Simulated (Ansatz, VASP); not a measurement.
**NiO in VASP and in Ansatz**

```
Ni O
1.0
     0.00000    2.13384    2.13384
     2.13384    0.00000    2.13384
     2.13384    2.13384    0.00000
Ni O
1 1
Direct
  0.00000 0.00000 0.00000
  0.50000 0.50000 0.50000
```

Alike in both runs: task single point; functional PBE; k mesh 8 × 8 × 8; occupations gaussian, width 0.05 eV; collinear spin; Hubbard terms Ni d U = 6.2 eV.

|  | VASP | Ansatz |
| --- | --- | --- |
| version | VASP 6.6.1 | Ansatz 0.2.0 |
| potentials or method | VASP PAW PBE potentials, release 64 (Ni_sv_GW, O_h), cutoff 1340 eV | scalar-relativistic, plane waves, PAW |
| valence electrons in the cell | 24 | 24 |

VASP gave:

* gap on the k mesh at the Fermi level (eV): 2.00
* least direct gap on the mesh (eV): 3.17
* pressure (GPa): -1.8
* net moment per atom (μB): 1.00
* size of the moment on the site where the two differ most (μB): 0.13

Question: Which values does Ansatz return?

Answer: gap on the k mesh at the Fermi level (eV): 1.94; least direct gap on the mesh (eV): 3.06; pressure (GPa): 0.0; net moment per atom (μB): 1.00; size of the moment on the site where the two differ most (μB): 0.19.

Site moments also hang on the region over which each program counts them. The programs project onto different local orbitals, so the same U acts differently, and such runs can settle in different states.
